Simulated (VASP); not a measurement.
# Mg (P6_3/mmc) in VASP: further runs

The runs below take Mg through single point, relaxation of volume and atoms at fixed shape, with PBEsol.

Program: VASP 6.6.1. These are calculated values, not measurements. Logs are shortened: lines on timing, memory, paths and dates and some standing lists are left out, and cuts for length are marked.

### Step 1. The cell of the first run

The structure is hexagonal, space group P6_3/mmc (No. 194). The conventional cell has a = 3.178 Å, b = 3.178 Å, c = 5.159 Å, α = 90.00°, β = 90.00°, γ = 120.00°. Within 4.2 Å of Mg (site symmetry -6m2) lie 12 Mg at 3.17 to 3.18 Å.

### Step 2. Single point, PBEsol

INCAR

```
PREC = Accurate ; ENCUT = 600
EDIFF = 1E-6 ; ISMEAR = 1
SIGMA = 0.05 ; LREAL = F
LASPH = T ; NELM = 120
ALGO = Normal ; ISIF = 2
LWAVE = F ; LCHARG = F
GGA = PS ; NBANDS = 9
GGA_COMPAT = F
```

KPOINTS

```
regular mesh
0
Gamma
  8 8 5
```

POSCAR

```
Mg
1.0
    3.1778975655      0.0000000000      0.0000000000
   -1.5889487828      2.7521400224      0.0000000000
    0.0000000000      0.0000000000      5.1593184382
Mg
2
Direct
    0.3333333333      0.6666666667      0.2500000000
    0.6666666667      0.3333333333      0.7500000000
```

Potentials or basis: VASP PAW PBE potentials, release 64 (Mg).

Run with:

```
$ cat potpaw_PBE.64/Mg/POTCAR > POTCAR
$ mpirun -np 1 vasp_std > vasp.out
```

OUTCAR:

```text
PREC = Accurate
   ENCUT = 600
   EDIFF = 1E-6
   ISMEAR = 1
   LREAL = F
   LASPH = T
   NELM = 120
   ISIF = 2
   GGA = PS

 ion  position               nearest neighbor table
   1  0.333  0.667  0.250-   2 3.17   2 3.17   2 3.17   2 3.17   2 3.17   2 3.17
   2  0.667  0.333  0.750-   1 3.17   1 3.17   1 3.17   1 3.17   1 3.17   1 3.17

  LATTYP: Found a hexagonal cell.
 ALAT       =     3.1778975655
 C/A-ratio  =     1.6235005477

  Lattice vectors:

 A1 = (   3.1778975655,   0.0000000000,   0.0000000000)
 A2 = (  -1.5889487828,   2.7521400224,   0.0000000000)
 A3 = (   0.0000000000,   0.0000000000,   5.1593184382)

Analysis of symmetry for initial positions (statically):
=====================================================================
 Subroutine PRICEL returns:
 Original cell was already a primitive cell.

 Routine SETGRP: Setting up the symmetry group for a
 hexagonal supercell.

 Subroutine GETGRP returns: Found 24 space group operations
 (whereof 12 operations were pure point group operations)
 out of a pool of 24 trial point group operations.

The static configuration has the point symmetry D_3d.
 The point group associated with its full space group is D_6h.

Analysis of symmetry for dynamics (positions and initial velocities):
=====================================================================
 Subroutine PRICEL returns:
 Original cell was already a primitive cell.

 Routine SETGRP: Setting up the symmetry group for a
 hexagonal supercell.

 Subroutine GETGRP returns: Found 24 space group operations
 (whereof 12 operations were pure point group operations)
 out of a pool of 24 trial point group operations.

The dynamic configuration has the point symmetry D_3d.
 The point group associated with its full space group is D_6h.

 Subroutine INISYM returns: Found 24 space group operations
 (whereof 12 operations are pure point group operations),
 and found     1 'primitive' translations

----------------------------------------------------------------------------------------

                                     Primitive cell

  volume of cell :      45.1235

  direct lattice vectors                    reciprocal lattice vectors
     3.177897565  0.000000000  0.000000000     0.314673453  0.181676803  0.000000000
    -1.588948783  2.752140022  0.000000000     0.000000000  0.363353606  0.000000000
     0.000000000  0.000000000  5.159318438     0.000000000  0.000000000  0.193824051

  length of vectors
     3.177897565  3.177897566  5.159318438     0.363353606  0.363353606  0.193824051

  position of ions in fractional coordinates (direct lattice)
     0.333333333  0.666666667  0.250000000
     0.666666667  0.333333333  0.750000000

  ion indices of the primitive-cell ions
   primitive index   ion index
                 1           1
                 2           2

----------------------------------------------------------------------------------------

 KPOINTS: regular mesh

Automatic generation of k-mesh.
 Grid dimensions read from file:
 generate k-points for:    8    8    5

 Generating k-lattice:

  Cartesian coordinates                     Fractional coordinates (reciprocal lattice)
     0.039334182  0.022709600  0.000000000     0.125000000 -0.000000000  0.000000000
     0.000000000  0.045419201  0.000000000     0.000000000  0.125000000  0.000000000
     0.000000000  0.000000000  0.038764810     0.000000000  0.000000000  0.200000000

  Length of vectors
     0.045419201  0.045419201  0.038764810

  Shift w.r.t. Gamma in fractional coordinates (k-lattice)
     0.000000000  0.000000000  0.000000000

 Subroutine IBZKPT returns following result:
 ===========================================

 Found     30 irreducible k-points:

 Following reciprocal coordinates:
            Coordinates               Weight
  0.000000  0.000000  0.000000      1.000000
  0.125000  0.000000  0.000000      6.000000
  0.250000  0.000000  0.000000      6.000000
  0.375000  0.000000  0.000000      6.000000
  0.500000  0.000000  0.000000      3.000000
  0.125000  0.125000  0.000000      6.000000
[... 16 lines left out ...]
  0.250000  0.000000  0.400000     12.000000
  0.375000  0.000000  0.400000     12.000000
 [... further k-points ...]
   k-points           NKPTS =     30   k-points in BZ     NKDIM =     30   number of bands    NBANDS=      9
   number of dos      NEDOS =    301   number of ions     NIONS =      2
   total plane-waves  NPLWV =  32928
   dimension x,y,z NGX =    28 NGY =   28 NGZ =   42
   dimension x,y,z NGXF=    56 NGYF=   56 NGZF=   84
   ions per type =               2
   NGX,Y,Z   is equivalent  to a cutoff of  14.65, 14.65, 13.53 a.u.
   NGXF,Y,Z  is equivalent  to a cutoff of  29.30, 29.30, 27.07 a.u.
 SYSTEM =  unknown system
   PREC   = accura    normal or accurate (medium, high low for compatibility)
   ISTART =      0    job   : 0-new  1-cont  2-samecut
   ICHARG =      2    charge: 1-file 2-atom 10-const
   ISPIN  =      1    spin polarized calculation?
   LNONCOLLINEAR =      F non collinear calculations
   LSORBIT =      F    spin-orbit coupling
   LASPH  =      T    aspherical Exc in radial PAW
   ENCUT  =  600.0 eV  44.10 Ry    6.64 a.u.   6.35  6.35 10.30*2*pi/ulx,y,z
   NELM   =    120;   NELMIN=  2; NELMDL= -5     # of ELM steps
   EDIFF  = 0.1E-05   stopping-criterion for ELM
   LREAL  =      F    real-space projection
   EDIFFG = 0.1E-04   stopping-criterion for IOM
   NSW    =      0    number of steps for IOM
   IBRION =     -1    ionic relax: 0-MD 1-quasi-New 2-CG
   NFREE  =      0    steps in history (QN), initial steepest desc. (CG)
   ISIF   =      2    stress and relaxation
   ISYM   =      2    0-nonsym 1-usesym 2-fastsym
   POTIM  = 0.5000    time-step for ionic-motion
   TEBEG  =    0.0;   TEEND  =   0.0 temperature during run
   PSTRESS=    0.0 pullay stress
   NELECT =       4.0000    total number of electrons
   NUPDOWN=      -1.0000    fix difference up-down
   EMIN   =  10.00;   EMAX   =-10.00  energy-range for DOS
   EFERMI =   0.00;   METHOD = LEGACY
   ISMEAR =     1;   SIGMA  =   0.05  broadening in eV -4-tet -1-fermi 0-gaus
   EFERMI_NEDOS =   21; number of points for ismear=-14 and -15
   IALGO  =     38    algorithm
   IMIX   =      4    mixing-type and parameters
     AMIX     =   0.40;   BMIX     =  1.00
     AMIX_MAG =   1.60;   BMIX_MAG =  1.00
  volume/ion in A,a.u.               =      22.56       152.25
  Fermi-wavevector in a.u.,A,eV,Ry     =   0.729951  1.379408  7.249578  0.532829
  Thomas-Fermi vector in A             =   1.821801
   LORBIT       =      0    0 simple, 1 ext, 2 COOP (PROOUT), +10 PAW based schemes
   GGA     = PS    functional components
   LHFCALC =     F    Hartree Fock is set to
   AEXX    =    0.0000 exact exchange contribution
   IVDW    =     0    specifies the selected vdW correction
   LEPSILON=     F    determine dielectric tensor
   LRPA    =     F    only Hartree local field effects (RPA)
 non-spin polarized calculation
 Methfessel and Paxton  Order N= 1 SIGMA  =   0.05
  energy-cutoff  :      600.00
  volume of cell :       45.12
 maximum number of plane-waves:      1521
 NGX is ok and might be reduce to    28
   NGX = 13   NGY = 13   NGZ = 21

 number of electron       4.0000000 magnetization

 Free energy of the ion-electron system (eV)
  ---------------------------------------------------
  ext. energy  EPLUGINS =         0.00000000
  ---------------------------------------------------
  free energy    TOTEN  =        -3.47304796 eV

  energy without entropy =       -3.47262394  energy(sigma->0) =       -3.47290662

 E-fermi :   2.6536     XC(G=0):  -8.5878

 val. band max:        2.6163383039   @ k =   0.5000   0.0000   0.4000
 cond. band min:       2.6576997004   @ k =   0.2500   0.2500   0.2000
 fundamental gap:      0.0413613965
 Fermi energy:         2.6536480339

 k-point     1 :       0.0000    0.0000    0.0000
  band No.  band energies     occupation
      1      -4.3215      2.00000
      2       0.9655      2.00000
      3       1.4493      2.00000
      4      13.7099      0.00000
      5      13.7099      0.00000
      6      13.8616      0.00000
      7      13.8616      0.00000
      8      14.6013      0.00000
      9      16.2784      0.00000

 k-point     2 :       0.1250    0.0000    0.0000
  band No.  band energies     occupation
      1      -4.0106      2.00000
      2       1.2492      2.00000
      3       1.7499      2.00000
      4      10.1418      0.00000
      5      11.9722      0.00000
      6      12.7214      0.00000
      7      14.8867      0.00000
      8      15.3161      0.00000
      9      15.9152      0.00000

 k-point     3 :       0.2500    0.0000    0.0000
  band No.  band energies     occupation
      1      -3.0843      2.00000
      2       2.1014      2.00000
      3       2.6150      1.96579
      4       6.5326      0.00000
      5      10.6762      0.00000
      6      10.7595      0.00000
      7      11.2584      0.00000
      8      13.0429      0.00000
      9      15.1683      0.00000

 k-point     4 :       0.3750    0.0000    0.0000
  band No.  band energies     occupation
      1      -1.5611      2.00000
      2       2.9619     -0.00000
      3       3.5240     -0.00000
      4       4.4717      0.00000
      5       8.1181      0.00000
      6       8.5020      0.00000
      7       9.9009      0.00000
      8      11.5431      0.00000
      9      14.2824      0.00000
[... 205 lines left out ...]
 k-point    22 :       0.1250    0.0000    0.4000
  band No.  band energies     occupation
      1      -3.1105      2.00000
      2      -1.9977      2.00000
      3       6.5386      0.00000
      4       9.5117      0.00000
      5      11.0004      0.00000
      6      11.8299      0.00000
      7      12.7181      0.00000
      8      13.6452      0.00000
      9      14.3693      0.00000

 k-point    23 :       0.2500    0.0000    0.4000
  band No.  band energies     occupation
      1      -2.1932      2.00000
      2      -1.0918      2.00000
      3       6.8594      0.00000
      4       7.6970      0.00000
      5       8.3045      0.00000
      6      10.4060      0.00000
      7      11.4327      0.00000
      8      12.3817      0.00000
      9      12.9471      0.00000

 k-point    24 :       0.3750    0.0000    0.4000
  band No.  band energies     occupation
      1      -0.6861      2.00000
      2       0.3906      2.00000
      3       4.0716      0.00000
      4       5.1056      0.00000
      5       8.7831      0.00000
      6      10.6561      0.00000
      7      10.9575      0.00000
      8      11.6030      0.00000
      9      12.3494      0.00000

 [... further k-points ...]

------------------------ aborting loop because EDIFF is reached ----------------------------------------

  FORCE on cell =-STRESS in cart. coord.  units (eV):
  Direction    XX          YY          ZZ          XY          YZ          ZX
  --------------------------------------------------------------------------------------
  -------------------------------------------------------------------------------------
  Total       -0.0524124     -0.0524124      0.0667598      0.0000000      0.0000000      0.0000000
  in kB       -1.8609799     -1.8609799      2.3704056      0.0000000      0.0000000      0.0000000
  external PRESSURE =      -0.4505181 kB  Pullay stress =       0.0000000 kB

 VOLUME and BASIS-vectors are now :
 -----------------------------------------------------------------------------
  energy-cutoff  :      600.00
  volume of cell :       45.12
      direct lattice vectors                 reciprocal lattice vectors
     3.177897565  0.000000000  0.000000000     0.314673453  0.181676803  0.000000000
    -1.588948783  2.752140022  0.000000000     0.000000000  0.363353606  0.000000000
     0.000000000  0.000000000  5.159318438     0.000000000  0.000000000  0.193824051

 POSITION                                       TOTAL-FORCE (eV/Angst)
 -----------------------------------------------------------------------------------
     -0.00000      1.83476      1.28983        -0.000000     -0.000000      0.000000
      1.58895      0.91738      3.86949         0.000000      0.000000      0.000000
 -----------------------------------------------------------------------------------
    total drift:                               -0.000000      0.000000     -0.000000

  FREE ENERGIE OF THE ION-ELECTRON SYSTEM (eV)
  ---------------------------------------------------
  free  energy   TOTEN  =        -3.4730479647 eV

  energy  without entropy=       -3.4726239353  energy(sigma->0) =       -3.47290662
```

It took 18 s on 1 thread of Intel Xeon 8259CL, shared host; peak memory 0.17 GiB.

Results:

```yaml
Free_energy: -3.4730 eV
Pressure: 0.0 GPa
Band_gap_on_the_k_mesh: zero (bands 2 and 3 overlap by 2.24 eV)
```

Caveat: the PAW data sets were made with another functional, which shifts forces and pressure a little.

### Step 3. Relaxation of volume and atoms at fixed shape, PBEsol

This run uses another cell than the first one, of 23.24 Å³/atom.

INCAR

```
PREC     = Accurate       # precision mode
ENCUT    = 600            # plane-wave cutoff, eV
EDIFF    = 1E-7           # SCF threshold, eV
ISMEAR   = 1              # smearing method
SIGMA    = 0.05           # smearing width, eV
LREAL    = False          # projectors in reciprocal space
LASPH    = True           # aspherical terms in the spheres
NELM     = 120            # most SCF steps
ALGO     = Normal         # electronic algorithm
ISIF     = 8              # what is computed and relaxed
LWAVE    = False          # write WAVECAR
LCHARG   = False          # write CHGCAR
GGA      = PS             # functional
IBRION   = 2              # ionic algorithm
NSW      = 80             # ionic steps
EDIFFG   = -0.01          # ionic threshold
GGA_COMPAT= False        
NELMIN   = 4
```

KPOINTS

```
Automatic mesh
0
Gamma
  8 8 5
```

POSCAR

```
Mg
1.0
    3.2093000000      0.0000000000      0.0000000000
   -1.6046500000      2.7793350000      0.0000000000
    0.0000000000      0.0000000000      5.2103000000
Mg
2
Direct
    0.3333333333      0.6666666667      0.2500000000
    0.6666666667      0.3333333333      0.7500000000
```

Potentials or basis: VASP PAW PBE potentials, release 64 (Mg).

Run with:

```
$ cat potpaw_PBE.64/Mg/POTCAR > POTCAR
$ mpirun -np 1 vasp_std > vasp.out
```

OUTCAR:

```text
PREC = Accurate
   ENCUT = 600
   EDIFF = 1E-7
   ISMEAR = 1
   LREAL = False
   LASPH = True
   NELM = 120
   ISIF = 8
   GGA = PS
   IBRION = 2
   NSW = 80
   EDIFFG = -0.01
   NELMIN = 4

 ion  position               nearest neighbor table
   1  0.333  0.667  0.250-   2 3.20   2 3.20   2 3.20   2 3.20   2 3.20   2 3.20
   2  0.667  0.333  0.750-   1 3.20   1 3.20   1 3.20   1 3.20   1 3.20   1 3.20

  LATTYP: Found a hexagonal cell.
 ALAT       =     3.2093000000
 C/A-ratio  =     1.6235004518

  Lattice vectors:

 A1 = (   3.2093000000,   0.0000000000,   0.0000000000)
 A2 = (  -1.6046500000,   2.7793350000,   0.0000000000)
 A3 = (   0.0000000000,   0.0000000000,   5.2103000000)

Analysis of symmetry for initial positions (statically):
=====================================================================
 Subroutine PRICEL returns:
 Original cell was already a primitive cell.

 Routine SETGRP: Setting up the symmetry group for a
 hexagonal supercell.

 Subroutine GETGRP returns: Found 24 space group operations
 (whereof 12 operations were pure point group operations)
 out of a pool of 24 trial point group operations.

The static configuration has the point symmetry D_3d.
 The point group associated with its full space group is D_6h.

[... 171 lines left out ...]
  Total       -0.3567452     -0.3567451     -0.2349450      0.0000000      0.0000000     -0.0000000
  in kB      -12.2985733    -12.2985704     -8.0995870      0.0000000      0.0000000     -0.0000000
  external PRESSURE =     -10.8989102 kB  Pullay stress =       0.0000000 kB
[... 59 lines left out ...]
--------------------------------------- Ionic step        3  -------------------------------------------

 number of electron       4.0000000 magnetization

 Free energy of the ion-electron system (eV)
  ---------------------------------------------------
  ext. energy  EPLUGINS =         0.00000000
  ---------------------------------------------------
  free energy    TOTEN  =        -3.47307469 eV

  energy without entropy =       -3.47263793  energy(sigma->0) =       -3.47292910

 E-fermi :   2.6589     XC(G=0):  -8.5910

 val. band max:        2.6222154907   @ k =   0.5000   0.0000   0.4000
 cond. band min:       2.6626638745   @ k =   0.2500   0.2500   0.2000
 fundamental gap:      0.0404483838
 Fermi energy:         2.6588543281

 k-point     1 :       0.0000    0.0000    0.0000
  band No.  band energies     occupation
      1      -4.3205      2.00000
      2       0.9691      2.00000
      3       1.4546      2.00000
      4      13.7210      0.00000
      5      13.7210      0.00000
      6      13.8748      0.00000
[... 199 lines left out ...]
 k-point    24 :       0.3750    0.0000    0.4000
  band No.  band energies     occupation
      1      -0.6828      2.00000
      2       0.3945      2.00000
      3       4.0778      0.00000
      4       5.1123      0.00000
      5       8.7918      0.00000
      6      10.6671      0.00000

 [... further k-points ...]

------------------------ aborting loop because EDIFF is reached ----------------------------------------

  FORCE on cell =-STRESS in cart. coord.  units (eV):
  Direction    XX          YY          ZZ          XY          YZ          ZX
  --------------------------------------------------------------------------------------
  -------------------------------------------------------------------------------------
  Total       -0.0418293     -0.0418293      0.0767689     -0.0000000      0.0000000      0.0000000
  in kB       -1.4867047     -1.4867043      2.7285329     -0.0000000      0.0000000      0.0000000
  external PRESSURE =      -0.0816254 kB  Pullay stress =       0.0000000 kB
[... 17 lines left out ...]
  FREE ENERGIE OF THE ION-ELECTRON SYSTEM (eV)
  ---------------------------------------------------
  free  energy   TOTEN  =        -3.4730746896 eV

  energy  without entropy=       -3.4726379311  energy(sigma->0) =       -3.47292910

 reached required accuracy - stopping structural energy minimisation
```

CONTCAR:

```text
Mg
   1.00000000000000
     3.1768339692137868    0.0000000000000000    0.0000000000000000
    -1.5884169846068934    2.7512185959009132    0.0000000000000000
     0.0000000000000000    0.0000000000000000    5.1575913843500434
  Mg
     2
Direct
     0.3333333332999970    0.6666666667000030    0.2500000000000000
     0.6666666667000030    0.3333333332999970    0.7500000000000000

  0.00000000E+00  0.00000000E+00  0.00000000E+00
  0.00000000E+00  0.00000000E+00  0.00000000E+00
```

Wall time 35 s (1 thread of Intel Xeon 8259CL, shared host); peak memory 0.19 GiB.

Results:

| Quantity | Value |
| --- | --- |
| Free energy | -3.4731 eV |
| Relaxed volume | 22.54 Å³/atom |
| Relaxed cell | a = 3.177 Å, b = 3.177 Å, c = 5.158 Å, α = 90.00°, β = 90.00°, γ = 120.00° |
| Space group after relaxing (to 0.1 Å) | P6_3/mmc (No. 194) |
| Energy gained by relaxing | 2.4 meV/atom |
| Ionic steps | 3 |
| Pressure after relaxing | 0.0 GPa |
| Band gap on the k mesh | zero (bands 2 and 3 overlap by 2.24 eV) |

Step by step:
| step | energy change (eV) | largest force (eV/Å) | pressure (GPa) | volume (Å³) |
| --- | --- | --- | --- | --- |
| 1 | 0.0000 | 0.0000 | -1.09 | 46.47 |
| 2 | -0.0046 | 0.0000 | -0.28 | 45.42 |
| 3 | -0.0049 | 0.0000 | -0.01 | 45.08 |

Final structure:
```cif
data_structure
_symmetry_space_group_name_H-M 'P 1'
_symmetry_Int_Tables_number 1
_cell_length_a 3.1768
_cell_length_b 3.1768
_cell_length_c 5.1576
_cell_angle_alpha 90.000
_cell_angle_beta 90.000
_cell_angle_gamma 120.000
_cell_volume 45.08
loop_
_atom_site_label
_atom_site_type_symbol
_atom_site_fract_x
_atom_site_fract_y
_atom_site_fract_z
_atom_site_occupancy
Mg1 Mg 0.33333 0.66667 0.25000 1
Mg2 Mg 0.66667 0.33333 0.75000 1
```

Levels at points of the mesh, in eV from the Fermi level:
```tsv
k point	band 1	band 2	band 3	band 4	band 5	band 6
(0.00, 0.00, 0.00)	-6.98	-1.69	-1.20	11.06	11.06	11.22
(0.50, 0.00, 0.00)	-2.15	-2.12	2.71	3.05	3.36	3.78
```

Caveat: the PAW data sets were made with another functional, which shifts forces and pressure a little.
